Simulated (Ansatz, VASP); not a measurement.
## Ba in VASP and in Ansatz

```
CELL_PARAMETERS angstrom
-2.38167 2.38167 2.38167
2.38167 -2.38167 2.38167
2.38167 2.38167 -2.38167
ATOMIC_POSITIONS crystal
Ba 0.00000 0.00000 0.00000
```

Alike in both runs: functional LDA; k mesh 10 × 10 × 10; occupations gaussian, width 0.1 eV; no spin polarisation.

Ansatz relaxed the structure, and its values are those at the end. VASP's run is a single point on that final structure, the one shown.

```csv
,VASP,Ansatz
version,VASP 6.6.1,Ansatz 0.2.0
potentials or method,"VASP PAW LDA potentials, release 64 (Ba_sv), cutoff 520 eV","scalar-relativistic, plane waves, PAW"
valence electrons in the cell,10,10
```

|  | VASP | Ansatz | Ansatz less VASP |
| --- | --- | --- | --- |
| gap on the k mesh at the Fermi level (eV) | none | none | - |
| pressure (GPa) | 0.1 | 0.0 | -0.09 |

Ansatz warns that its potentials were made for another functional, while VASP's fit it. LDA's correlation is that of Perdew and Zunger in VASP and of Perdew and Wang (1992) in Ansatz. A gap of «none» marks a metal or a gap that the smearing closes.

Spin-orbit coupling is off throughout.
